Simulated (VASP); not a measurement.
# Ca (Cmcm) in VASP: further runs, part 2 of 3

VASP 6.6.1. Earlier steps stand in the parts before.

## 3. Electric field gradients, PBEsol

This run uses another cell than the first one, of 43.57 Å³/atom.

File INCAR:

```
ALGO     = Normal         # electronic algorithm
EDIFF    = 1E-8           # SCF threshold, eV
ENCUT    = 520            # plane-wave cutoff, eV
GGA      = PS             # functional
ISIF     = 2              # what is computed and relaxed
ISMEAR   = -1             # smearing method
LASPH    = True           # aspherical terms in the spheres
LCHARG   = False          # write CHGCAR
LEFG     = True         
LREAL    = False          # projectors in reciprocal space
LWAVE    = False          # write WAVECAR
NBANDS   = 17             # bands
NELM     = 60             # most SCF steps
PREC     = Accurate       # precision mode
SIGMA    = 0.05           # smearing width, eV
```

File KPOINTS:

```
k-points
0
Gamma
  11 11 6
```

File POSCAR:

```
Ca
1.0
    1.9712759950     -3.3954901800      0.0000000000
    1.9712759950      3.3954901800      0.0000000000
    0.0000000000      0.0000000000      6.5091117400
Ca
2
Direct
    0.8355866000      0.1644134000      0.2500000000
    0.1644134000      0.8355866000      0.7500000000
```

Potentials or basis: VASP PAW PBE potentials, release 64 (Ca_sv).

Command:

```bash
$ cat potpaw_PBE.64/Ca_sv/POTCAR > POTCAR
$ mpirun -np 1 vasp_std > vasp.out
```

OUTCAR:

```text
EDIFF = 1E-8
   ENCUT = 520
   GGA = PS
   ISIF = 2
   ISMEAR = -1
   LASPH = True
   LREAL = False
   NELM = 60
   PREC = Accurate

 ion  position               nearest neighbor table
   1  0.836  0.164  0.250-
   2  0.164  0.836  0.750-

  LATTYP: Found a base centered orthorhombic cell.
 ALAT       =     3.9425519900
 B/A-ratio  =     1.7224834009
 C/A-ratio  =     1.6509894496

  Lattice vectors:

 A1 = (   1.9712759950,  -3.3954901800,   0.0000000000)
 A2 = (   1.9712759950,   3.3954901800,   0.0000000000)
 A3 = (   0.0000000000,   0.0000000000,   6.5091117400)

Analysis of symmetry for initial positions (statically):
=====================================================================
 Subroutine PRICEL returns:
 Original cell was already a primitive cell.

 Routine SETGRP: Setting up the symmetry group for a
 base centered orthorhombic supercell.

 Subroutine GETGRP returns: Found  8 space group operations
 (whereof  4 operations were pure point group operations)
 out of a pool of  8 trial point group operations.

The static configuration has the point symmetry C_2h.
 The point group associated with its full space group is D_2h.

Analysis of symmetry for dynamics (positions and initial velocities):
=====================================================================
 Subroutine PRICEL returns:
 Original cell was already a primitive cell.

 Routine SETGRP: Setting up the symmetry group for a
 base centered orthorhombic supercell.

 Subroutine GETGRP returns: Found  8 space group operations
 (whereof  4 operations were pure point group operations)
 out of a pool of  8 trial point group operations.

The dynamic configuration has the point symmetry C_2h.
 The point group associated with its full space group is D_2h.

 Subroutine INISYM returns: Found  8 space group operations
 (whereof  4 operations are pure point group operations),
 and found     1 'primitive' translations

----------------------------------------------------------------------------------------

                                     Primitive cell

  volume of cell :      87.1368

  direct lattice vectors                    reciprocal lattice vectors
     1.971275995 -3.395490180  0.000000000     0.253642819 -0.147254144  0.000000000
     1.971275995  3.395490180  0.000000000     0.253642819  0.147254144  0.000000000
     0.000000000  0.000000000  6.509111740     0.000000000  0.000000000  0.153630793

  length of vectors
     3.926230076  3.926230076  6.509111740     0.293289043  0.293289043  0.153630793

  position of ions in fractional coordinates (direct lattice)
     0.835586600  0.164413400  0.250000000
     0.164413400  0.835586600  0.750000000

  ion indices of the primitive-cell ions
   primitive index   ion index
                 1           1
                 2           2

----------------------------------------------------------------------------------------

 KPOINTS: k-points
[... 68 lines left out ...]
   EDIFF  = 0.1E-07   stopping-criterion for ELM
   LREAL  =      F    real-space projection
   EDIFFG = 0.1E-06   stopping-criterion for IOM
   NSW    =      0    number of steps for IOM
   IBRION =     -1    ionic relax: 0-MD 1-quasi-New 2-CG
   NFREE  =      0    steps in history (QN), initial steepest desc. (CG)
   ISIF   =      2    stress and relaxation
   ISYM   =      2    0-nonsym 1-usesym 2-fastsym
   POTIM  = 0.5000    time-step for ionic-motion
   TEBEG  =    0.0;   TEEND  =   0.0 temperature during run
   PSTRESS=    0.0 pullay stress
   NELECT =      20.0000    total number of electrons
   NUPDOWN=      -1.0000    fix difference up-down
   EMIN   =  10.00;   EMAX   =-10.00  energy-range for DOS
   EFERMI =   0.00;   METHOD = LEGACY
   ISMEAR =    -1;   SIGMA  =   0.05  broadening in eV -4-tet -1-fermi 0-gaus
   EFERMI_NEDOS =   21; number of points for ismear=-14 and -15
   IALGO  =     38    algorithm
   IMIX   =      4    mixing-type and parameters
     AMIX     =   0.40;   BMIX     =  1.00
     AMIX_MAG =   1.60;   BMIX_MAG =  1.00
  volume/ion in A,a.u.               =      43.57       294.01
  Fermi-wavevector in a.u.,A,eV,Ry     =   1.002346  1.894159 13.669737  1.004697
  Thomas-Fermi vector in A             =   2.134827
   LORBIT       =      0    0 simple, 1 ext, 2 COOP (PROOUT), +10 PAW based schemes
   GGA     = PS    functional components
   LHFCALC =     F    Hartree Fock is set to
   AEXX    =    0.0000 exact exchange contribution
   IVDW    =     0    specifies the selected vdW correction
   LEPSILON=     F    determine dielectric tensor
   LRPA    =     F    only Hartree local field effects (RPA)
 non-spin polarized calculation
  energy-cutoff  :      520.00
  volume of cell :       87.14
 maximum number of plane-waves:      2376
 NGX is ok and might be reduce to    30
   NGX = 15   NGY = 15   NGZ = 25

 number of electron      20.0000001 magnetization

 Free energy of the ion-electron system (eV)
  ---------------------------------------------------
  ext. energy  EPLUGINS =         0.00000000
  ---------------------------------------------------
  free energy    TOTEN  =        -4.25408477 eV

  energy without entropy =       -4.23742187  energy(sigma->0) =       -4.24575332

 E-fermi :   1.8232     XC(G=0):  -7.7093

 val. band max:        1.8172847399   @ k =  -0.4545   0.3636   0.0000
 cond. band min:       1.8604253603   @ k =   0.3636   0.0000   0.0000
 fundamental gap:      0.0431406204
 Fermi energy:         1.8231760812

 k-point     1 :       0.0000    0.0000    0.0000
  band No.  band energies     occupation
      1     -40.1418      2.00000
      2     -40.1306      2.00000
      3     -21.2528      2.00000
      4     -21.1570      2.00000
      5     -21.1552      2.00000
      6     -21.1400      2.00000
[... 457 lines left out ...]
      4     -21.1863      2.00000
      5     -21.1701      2.00000
      6     -21.1644      2.00000
[... 9 lines left out ...]
     16       4.4097      0.00000
     17       4.4739      0.00000

 [... further k-points ...]
[... 5 lines left out ...]
  --------------------------------------------------------------------------------------
  -------------------------------------------------------------------------------------
  Total       -0.6186144     -0.4915137     -0.6372495      0.0000000      0.0000000      0.0000000
  in kB      -11.3744119     -9.0374226    -11.7170550      0.0000000      0.0000000      0.0000000
  external PRESSURE =     -10.7096298 kB  Pullay stress =       0.0000000 kB

 VOLUME and BASIS-vectors are now :
 -----------------------------------------------------------------------------
  energy-cutoff  :      520.00
  volume of cell :       87.14
      direct lattice vectors                 reciprocal lattice vectors
     1.971275995 -3.395490180  0.000000000     0.253642819 -0.147254144  0.000000000
     1.971275995  3.395490180  0.000000000     0.253642819  0.147254144  0.000000000
     0.000000000  0.000000000  6.509111740     0.000000000  0.000000000  0.153630793

 POSITION                                       TOTAL-FORCE (eV/Angst)
 -----------------------------------------------------------------------------------
      1.97128     -2.27896      1.62728         0.000000      0.015601      0.000000
      1.97128      2.27896      4.88183         0.000000     -0.015601     -0.000000
 -----------------------------------------------------------------------------------
    total drift:                                0.000000     -0.000000      0.000000

  FREE ENERGIE OF THE ION-ELECTRON SYSTEM (eV)
  ---------------------------------------------------
  free  energy   TOTEN  =        -4.2540847739 eV

  energy  without entropy=       -4.2374218735  energy(sigma->0) =       -4.24575332

 Electric field gradients (V/A^2)
---------------------------------------------------------------------
 ion       V_xx      V_yy      V_zz      V_xy      V_xz      V_yz
---------------------------------------------------------------------
   1       1.912     2.727    -4.638    -0.000     0.000    -0.000
   2       1.912     2.727    -4.638    -0.000    -0.000     0.000
---------------------------------------------------------------------

 Electric field gradients after diagonalization (V/A^2)
 (convention: |V_zz| > |V_xx| > |V_yy|)
----------------------------------------------------------------------
 ion       V_xx      V_yy      V_zz     asymmetry (V_yy - V_xx)/ V_zz
----------------------------------------------------------------------
   1       2.727     1.912    -4.638       0.176
   2       2.727     1.912    -4.638       0.176
----------------------------------------------------------------------

           NMR quadrupolar parameters

 Cq : quadrupolar parameter    Cq=e*Q*V_zz/h
 eta: asymmetry parameters     (V_yy - V_xx)/ V_zz
 Q  : nuclear electric quadrupole moment in mb (millibarn)
----------------------------------------------------------------------
 ion       Cq(MHz)       eta       Q (mb)
----------------------------------------------------------------------
   1      -0.011       0.176       1.000
   2      -0.011       0.176       1.000
----------------------------------------------------------------------
```

It took 1.8 min on 1 thread of Intel Xeon 6975P-C (Granite Rapids), shared host; peak memory 0.33 GiB.

What came out:

| Item | Value |
| --- | --- |
| Free energy | -4.2541 eV |
| Pressure | -1.1 GPa |
| Largest force | 0.016 eV/Å |
| Band gap on the k mesh | zero (bands 10 and 11 overlap by 0.47 eV) |
| Largest electric field gradient by atom | Ca -4.6 V/Å² |

Forces on the atoms (eV/Å):
```
Ca   0.000  0.016  0.000
Ca   0.000 -0.016  0.000
```

Levels at points of the mesh, in eV from the Fermi level:
| k point | band 8 | band 9 | band 10 | band 11 | band 12 | band 13 |
| --- | --- | --- | --- | --- | --- | --- |
| (0.00, 0.00, 0.00) | -22.96 | -4.03 | -1.10 | -0.29 | 2.16 | 2.21 |
| (0.00, 0.00, 0.50) | -22.97 | -3.06 | -3.06 | 1.31 | 1.31 | 2.20 |

Electric field gradients, principal values (V/Å²):
```csv
atom,least,middle,greatest (by size)
1 Ca,1.912,2.727,-4.638
2 Ca,1.912,2.727,-4.638
```

Caveat: without QUAD_EFG the Cq values of the log hold for a quadrupole moment of 1 mb, not for the nuclei; the PAW data sets were made with another functional, which shifts forces and pressure a little.

(Continued in part 3 of 3.)

The gap in the log of VASP goes by the Fermi energy; the results here count the filled bands.